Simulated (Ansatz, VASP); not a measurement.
# KI: VASP beside Ansatz

The input POSCAR:

```
KI
1.0
    6.0888820102      0.0000000000      0.0000000000
   -3.0444410051      5.2731265014      0.0000000000
    0.0000000000      0.0000000000      7.1196570644
K I
2 2
Direct
    0.3333333333      0.6666666667      0.9365674650
    0.6666666667      0.3333333333      0.4365674650
    0.3333333333      0.6666666667      0.4365674650
    0.6666666667      0.3333333333      0.9365674650
```

Contents of INCAR.step1:

```
SYSTEM = KI
  ALGO = Normal
  EDIFF = 1E-4
  ENCUT = 520
  GGA = PE
  ISMEAR = 0
  LASPH = .True.
  LCHARG = .False.
  LREAL = .False.
  LWAVE = .True.
  NBANDS = 24
  NELM = 80
  PREC = Accurate
  SIGMA = 0.02
```

INCAR.step2

```
SYSTEM = KI
  ALGO = Normal
  EDIFF = 1E-6
  ENCUT = 520
  ISIF = 2
  ISMEAR = 0
  ISTART = 1
  LASPH = .True.
  LCHARG = .False.
  LMIXTAU = .True.
  LREAL = .False.
  LWAVE = .False.
  METAGGA = R2SCAN
  NBANDS = 24
  NELM = 80
  PREC = Accurate
  SIGMA = 0.02
```

KPOINTS

```
k-points
0
Gamma
  6 6 4
  0 0 0
```

Input for Ansatz:

```yaml
crystal:
  lattice:
    - [6.0888820102, 0.0, 0.0]
    - [-3.0444410051, 5.2731265014, 0.0]
    - [0.0, 0.0, 7.1196570644]
  atoms:
    - { symbol: K, position: [0.3333333333, 0.6666666667, 0.936567465] }
    - { symbol: K, position: [0.6666666667, 0.3333333333, 0.436567465] }
    - { symbol: I, position: [0.3333333333, 0.6666666667, 0.436567465] }
    - { symbol: I, position: [0.6666666667, 0.3333333333, 0.936567465] }
basis:
  ecutwfc: 500
kpoints:
  mp_grid: { grid: [6, 6, 4] }
  band_path:
    path:
      - [[0.0, 0.0, 0.0], [0.5, 0.0, 0.0], [0.33333333, 0.33333333, 0.0], [0.0, 0.0, 0.0], [0.0, 0.0, 0.5], [0.5, 0.0, 0.5], [0.33333333, 0.33333333, 0.5], [0.0, 0.0, 0.5]]
      - [[0.5, 0.0, 0.5], [0.5, 0.0, 0.0]]
      - [[0.33333333, 0.33333333, 0.5], [0.33333333, 0.33333333, 0.0]]
    npoints: 14
hamiltonian:
  xc: r2scan
scf:
  occupations: { method: gaussian, width: 0.02 }
  n_extra_bands: 10
output:
  forces: true
  stress: true
  eigenvalues: true
  populations: true
  dos: { projected: true, de: 0.02, nscf_kmesh: { grid: [9, 9, 6] } }
  bader: true
```

Alike in both runs: task single point; functional r2SCAN; k mesh 6 × 6 × 4; occupations gaussian, width 0.02 eV; no spin polarisation.

|  | VASP | Ansatz |
| --- | --- | --- |
| version | VASP 6.6.1 | Ansatz 0.2.0 |
| potentials or method | VASP PAW PBE potentials, release 64 (K_sv, I), cutoff 520 eV | scalar-relativistic, plane waves, PAW |
| valence electrons in the cell | 32 | 52 |

```tsv
	VASP	Ansatz	Ansatz less VASP
gap on the k mesh at the Fermi level (eV)	4.32	4.32	+0.003
least direct gap on the mesh (eV)	4.32	4.32	+0.003
pressure (GPa)	-0.2	-0.2	0.00
traceless stress, the component that is largest in VASP (GPa)	-0.07	-0.07	-0.002
```

VASP's potentials were made for PBE, not for r2SCAN. The functional is the same, so the differences come from potentials, cutoffs and numerics. VASP's potentials hold 32 valence electrons a cell and Ansatz's 52, so a difference there can come from the potentials and not from the codes.

Neither program's run includes spin-orbit coupling.
